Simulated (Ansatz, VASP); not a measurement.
## Two plane-wave programs on Al

The input INCAR:

```
SYSTEM = Al
PREC = Accurate
ENCUT = 520
EDIFF = 1E-6
ISMEAR = 0
SIGMA = 0.15
LREAL = .FALSE.
LASPH = .TRUE.
NELM = 60
ALGO = Fast
ISIF = 2
LWAVE = .FALSE.
LCHARG = .FALSE.
GGA = PE
NBANDS = 8
```

File KPOINTS:

```
regular mesh
0
G
  24 24 24
  0 0 0
```

File POSCAR:

```
Al
1.0
   -1.3975678426      1.5972203916      1.5972203916
    1.5972203916     -1.3975678426      1.5972203916
    1.5972203916      1.5972203916     -1.3975678426
Al
1
Direct
    0.0000000000      0.0000000000      0.0000000000
```

Input for Ansatz:

```yaml
crystal:
  lattice:
    - [-1.3975678426, 1.5972203916, 1.5972203916]
    - [1.5972203916, -1.3975678426, 1.5972203916]
    - [1.5972203916, 1.5972203916, -1.3975678426]
  atoms:
    - { symbol: Al, position: [0.0, 0.0, 0.0] }
basis:
  ecutwfc: 420
kpoints:
  mp_grid: { grid: [24, 24, 24] }
hamiltonian:
  xc: pbe
scf:
  occupations: { method: gaussian, width: 0.15 }
output:
  forces: true
  stress: true
  eigenvalues: true
```

Alike in both runs: task single point; functional PBE; k mesh 24 × 24 × 24; occupations gaussian, width 0.15 eV; no spin polarisation.

|  | VASP | Ansatz |
| --- | --- | --- |
| version | VASP 6.6.1 | Ansatz 0.2.0 |
| potentials or method | VASP PAW PBE potentials, release 64 (Al), cutoff 520 eV | scalar-relativistic, plane waves, PAW |
| valence electrons in the cell | 3 | 3 |

```tsv
	VASP	Ansatz	Ansatz less VASP
gap on the k mesh at the Fermi level (eV)	none	none	-
pressure (GPa)	7.3	7.3	+0.01
traceless stress, the component that is largest in VASP (GPa)	-4.43	-4.43	-0.008
```

A gap of «none» marks a metal or a gap that the smearing closes. With one functional, cell and mesh, what is left measures potentials, basis and numerics.
